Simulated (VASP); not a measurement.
# Cl4Si in VASP: single point with PBE

Aim: the single point of Cl4Si with PBE.

Program: VASP 6.6.1. These are calculated values, not measurements. Logs are shortened: lines on timing, memory, paths and dates and some standing lists are left out, and cuts for length are marked.

**1. The cell of the first run**

The cell holds a molecule in a box, 5 atoms: a = 12.000 Å, b = 13.000 Å, c = 13.000 Å, α = 90.00°, β = 90.00°, γ = 90.00°.

**2. Single point, PBE (last atom moved by 0.05 Å along z)**

Input file INCAR:

```
GGA = PE
ISMEAR = 0
SIGMA = 0.03
LWAVE = F
LCHARG = F
ISIF = 0
PREC = Accurate
LASPH = T
LREAL = F
ALGO = Normal
EDIFF = 1E-8
NELM = 120
GGA_COMPAT = F
ENCUT = 590
EFERMI = MIDGAP
NELMDL = -8
```

Input file KPOINTS:

```
k-points
0
Gamma
  1 1 1
```

Input file POSCAR:

```
SiCl4
1.0
   12.0000000000      0.0000000000      0.0000000000
    0.0000000000     13.0000000000      0.0000000000
    0.0000000000      0.0000000000     13.0000000000
Cl Si
4 1
Direct
    0.4023958300      0.4677423100      0.6271692300
    0.6205625000      0.3832576900      0.4976153800
    0.3816041700      0.4224115400      0.3780615400
    0.5292208300      0.6199730800      0.4610307700
    0.4834458300      0.4733500000      0.4948153800
```

Potentials or basis: VASP PAW PBE potentials, release 64 (Cl, Si).

Run with:

```sh
> cat potpaw_PBE.64/Cl/POTCAR potpaw_PBE.64/Si/POTCAR > POTCAR
> mpirun -np 1 vasp_gam > vasp.out
```

OUTCAR:

```text
GGA = PE
   ISMEAR = 0
   ISIF = 0
   PREC = Accurate
   LASPH = T
   LREAL = F
   EDIFF = 1E-8
   NELM = 120
   ENCUT = 590
   EFERMI = MIDGAP
   NELMDL = -8

 ion  position               nearest neighbor table
   1  0.402  0.468  0.627-   5 1.98
   2  0.621  0.383  0.498-   5 2.02
   3  0.382  0.422  0.378-   5 2.06
   4  0.529  0.620  0.461-   5 2.03
   5  0.483  0.473  0.495-   1 1.98   2 2.02   4 2.03   3 2.06

  LATTYP: Found a simple tetragonal cell.
 ALAT       =    13.0000000000
 C/A-ratio  =     0.9230769231

  Lattice vectors:

 A1 = (   0.0000000000,  13.0000000000,   0.0000000000)
 A2 = (   0.0000000000,   0.0000000000,  13.0000000000)
 A3 = (  12.0000000000,   0.0000000000,   0.0000000000)

Analysis of symmetry for initial positions (statically):
=====================================================================
 Subroutine PRICEL returns:
 Original cell was already a primitive cell.

 Routine SETGRP: Setting up the symmetry group for a
 simple tetragonal supercell.

 Subroutine GETGRP returns: Found  1 space group operations
 (whereof  1 operations were pure point group operations)
 out of a pool of 16 trial point group operations.

The static configuration has the point symmetry C_1 .

Analysis of symmetry for dynamics (positions and initial velocities):
=====================================================================
 Subroutine PRICEL returns:
 Original cell was already a primitive cell.

 Routine SETGRP: Setting up the symmetry group for a
 simple tetragonal supercell.

 Subroutine GETGRP returns: Found  1 space group operations
 (whereof  1 operations were pure point group operations)
 out of a pool of 16 trial point group operations.

The dynamic configuration has the point symmetry C_1 .

 Subroutine INISYM returns: Found  1 space group operations
 (whereof  1 operations are pure point group operations),
 and found     1 'primitive' translations

----------------------------------------------------------------------------------------

                                     Primitive cell

  volume of cell :    2028.0000

  direct lattice vectors                    reciprocal lattice vectors
    12.000000000  0.000000000  0.000000000     0.083333333  0.000000000  0.000000000
     0.000000000 13.000000000  0.000000000     0.000000000  0.076923077  0.000000000
     0.000000000  0.000000000 13.000000000     0.000000000  0.000000000  0.076923077

[... 54 lines left out ...]
   NGXF,Y,Z  is equivalent  to a cutoff of  26.60, 27.62, 27.62 a.u.
 SYSTEM =  unknown system
   PREC   = accura    normal or accurate (medium, high low for compatibility)
   ISTART =      0    job   : 0-new  1-cont  2-samecut
   ICHARG =      2    charge: 1-file 2-atom 10-const
   ISPIN  =      1    spin polarized calculation?
   LNONCOLLINEAR =      F non collinear calculations
   LSORBIT =      F    spin-orbit coupling
   LASPH  =      T    aspherical Exc in radial PAW
   ENCUT  =  590.0 eV  43.36 Ry    6.59 a.u.  23.77 25.75 25.75*2*pi/ulx,y,z
   NELM   =    120;   NELMIN=  2; NELMDL= -8     # of ELM steps
   EDIFF  = 0.1E-07   stopping-criterion for ELM
   LREAL  =      F    real-space projection
   EDIFFG = 0.1E-06   stopping-criterion for IOM
   NSW    =      0    number of steps for IOM
   IBRION =     -1    ionic relax: 0-MD 1-quasi-New 2-CG
   NFREE  =      0    steps in history (QN), initial steepest desc. (CG)
   ISIF   =      0    stress and relaxation
   ISYM   =      2    0-nonsym 1-usesym 2-fastsym
   POTIM  = 0.5000    time-step for ionic-motion
   TEBEG  =    0.0;   TEEND  =   0.0 temperature during run

   SCALEE = 1.0000    scale energy and forces
   PSTRESS=    0.0 pullay stress
   NELECT =      32.0000    total number of electrons
   NUPDOWN=      -1.0000    fix difference up-down
   EMIN   =  10.00;   EMAX   =-10.00  energy-range for DOS
   EFERMI =   0.00;   METHOD = MIDGAP
   ISMEAR =     0;   SIGMA  =   0.03  broadening in eV -4-tet -1-fermi 0-gaus
   EFERMI_NEDOS =   21; number of points for ismear=-14 and -15
   IALGO  =     38    algorithm
   IMIX   =      4    mixing-type and parameters
     AMIX     =   0.40;   BMIX     =  1.00
     AMIX_MAG =   1.60;   BMIX_MAG =  1.00
  volume/ion in A,a.u.               =     405.60      2737.12
  Fermi-wavevector in a.u.,A,eV,Ry     =   0.410616  0.775951  2.294013  0.168605
  Thomas-Fermi vector in A             =   1.366380
   LORBIT       =      0    0 simple, 1 ext, 2 COOP (PROOUT), +10 PAW based schemes
   GGA     = PE    functional components
   LHFCALC =     F    Hartree Fock is set to
   AEXX    =    0.0000 exact exchange contribution
   IVDW    =     0    specifies the selected vdW correction
   LEPSILON=     F    determine dielectric tensor
   LRPA    =     F    only Hartree local field effects (RPA)

   CSHIFT  =0.1000    complex shift for real part using Kramers Kronig

   OMEGAMAX=  -1.0    maximum frequency
 non-spin polarized calculation
 Gauss-broadening in eV      SIGMA  =   0.03
  energy-cutoff  :      590.00
  volume of cell :     2028.00
 maximum number of plane-waves:     33010
 NGX is ok and might be reduce to    96
   NGX = 47   NGY = 51   NGZ = 51

 number of electron      32.0000000 magnetization

 Free energy of the ion-electron system (eV)
  ---------------------------------------------------
  ext. energy  EPLUGINS =         0.00000000
  ---------------------------------------------------
  free energy    TOTEN  =       -18.98347319 eV

  energy without entropy =      -18.98347319  energy(sigma->0) =      -18.98347319

 E-fermi :  -4.4530     XC(G=0):  -0.9257

 val. band max:       -7.5761035675   @ k =   0.0000   0.0000   0.0000
 cond. band min:      -1.3298404655   @ k =   0.0000   0.0000   0.0000
 fundamental gap:      6.2462631020
 Fermi energy:        -4.4529720165

 k-point     1 :       0.0000    0.0000    0.0000
  band No.  band energies     occupation
      1     -22.0038      2.00000
      2     -20.9444      2.00000
      3     -20.7240      2.00000
      4     -20.5571      2.00000
      5     -13.3340      2.00000
      6     -10.7707      2.00000
[... 12 lines left out ...]
     19      -0.1381      0.00000
     20      -0.1012      0.00000

------------------------ aborting loop because EDIFF is reached ----------------------------------------

 VOLUME and BASIS-vectors are now :
 -----------------------------------------------------------------------------
  energy-cutoff  :      590.00
  volume of cell :     2028.00
      direct lattice vectors                 reciprocal lattice vectors
    12.000000000  0.000000000  0.000000000     0.083333333  0.000000000  0.000000000
     0.000000000 13.000000000  0.000000000     0.000000000  0.076923077  0.000000000
     0.000000000  0.000000000 13.000000000     0.000000000  0.000000000  0.076923077

 POSITION                                       TOTAL-FORCE (eV/Angst)
 -----------------------------------------------------------------------------------
      4.82875      6.08065      8.15320        -0.493688     -0.036999      0.960991
      7.44675      4.98235      6.46900         0.246423     -0.175619      0.091920
      4.57925      5.49135      4.91480         0.117186      0.063443      0.230993
      6.35065      8.05965      5.99340         0.036170      0.127367      0.056728
      5.80135      6.15355      6.43260         0.093909      0.021808     -1.340631
 -----------------------------------------------------------------------------------
    total drift:                                0.000250      0.000065      0.000085

  FREE ENERGIE OF THE ION-ELECTRON SYSTEM (eV)
  ---------------------------------------------------
  free  energy   TOTEN  =       -18.9834731859 eV

  energy  without entropy=      -18.9834731859  energy(sigma->0) =      -18.98347319
```

Wall time 2.8 min (1 thread of AMD EPYC 9R45 (Zen 5), shared host); peak memory 1.5 GiB.

What came out:

- Free energy: -18.9835 eV
- Largest force: 1.344 eV/Å
- Gap between the frontier levels: 6.25 eV

Forces in eV/Å, atoms in the order of the input:
```
Cl  -0.494 -0.037  0.961
Cl   0.246 -0.176  0.092
Cl   0.117  0.063  0.231
Cl   0.036  0.127  0.057
Si   0.094  0.022 -1.341
```

Caveat: the cell differs from its parent crystal (last atom moved by 0.05 Å along z).
